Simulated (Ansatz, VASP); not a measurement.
**TiCo: VASP beside Ansatz**

File INCAR:

```
ALGO = Normal ; EDIFF = 1E-6
ENCUT = 520 ; GGA = PE
ISIF = 2 ; ISMEAR = 0
ISPIN = 2 ; KPAR = 4
LASPH = T ; LCHARG = F
LMAXMIX = 4 ; LORBIT = 11
LREAL = F ; LWAVE = F
MAGMOM = 2 -2 0 0 ; NBANDS = 33
NELM = 150 ; PREC = Accurate
SIGMA = 0.1
```

File KPOINTS:

```
k-points
0
Gamma
  14 7 14
```

Contents of POSCAR:

```
TiCo
1.0
    2.9629008397      0.0000000000      0.0000000000
    0.0000000000      5.9258016795      0.0000000000
    0.0000000000      0.0000000000      2.9886209309
Co Ti
2 2
Direct
    0.0000000000      1.0000000000      0.0000000000
    0.0000000000      0.5000000000      0.0000000000
    0.5000000000      0.2500000000      0.5000000000
    0.5000000000      0.7500000000      0.5000000000
```

Input for Ansatz:

```yaml
crystal:
  lattice:
    - [2.9629008397, 0.0, 0.0]
    - [0.0, 5.9258016795, 0.0]
    - [0.0, 0.0, 2.9886209309]
  atoms:
    - { symbol: Co, position: [0.0, 1.0, 0.0], spin: 2.0 }
    - { symbol: Ti, position: [0.5, 0.25, 0.5] }
    - { symbol: Co, position: [0.0, 0.5, 0.0], spin: -2.0 }
    - { symbol: Ti, position: [0.5, 0.75, 0.5] }
basis:
  ecutwfc: 420
kpoints:
  mp_grid: { grid: [14, 7, 14] }
hamiltonian:
  xc: pbe
scf:
  occupations: { method: gaussian, width: 0.1 }
  lower_state_search: "off"
output:
  forces: true
  stress: true
  eigenvalues: true
  populations: true
magnetization:
  spin_polarized: true
```

Alike in both runs: task single point; functional PBE; k mesh 14 × 7 × 14; occupations gaussian, width 0.1 eV; collinear spin.

```csv
,VASP,Ansatz
version,VASP 6.6.1,Ansatz 0.2.0
potentials or method,"VASP PAW PBE potentials, release 64 (Co, Ti_sv), cutoff 520 eV","scalar-relativistic, plane waves, PAW"
valence electrons in the cell,42,58
```

```tsv
	VASP	Ansatz	Ansatz less VASP
gap on the k mesh at the Fermi level (eV)	none	none	-
pressure (GPa)	0.9	1.5	+0.62
net moment per atom (μB)	0.00	0.00	0.000
size of the moment on the site where the two differ most (μB)	0.71	0.76	+0.049
```

Site moments also hang on the region over which each program counts them. A gap of «none» marks a metal or a gap that the smearing closes. VASP's potentials hold 42 valence electrons a cell and Ansatz's 58, so a difference there can come from the potentials and not from the codes.
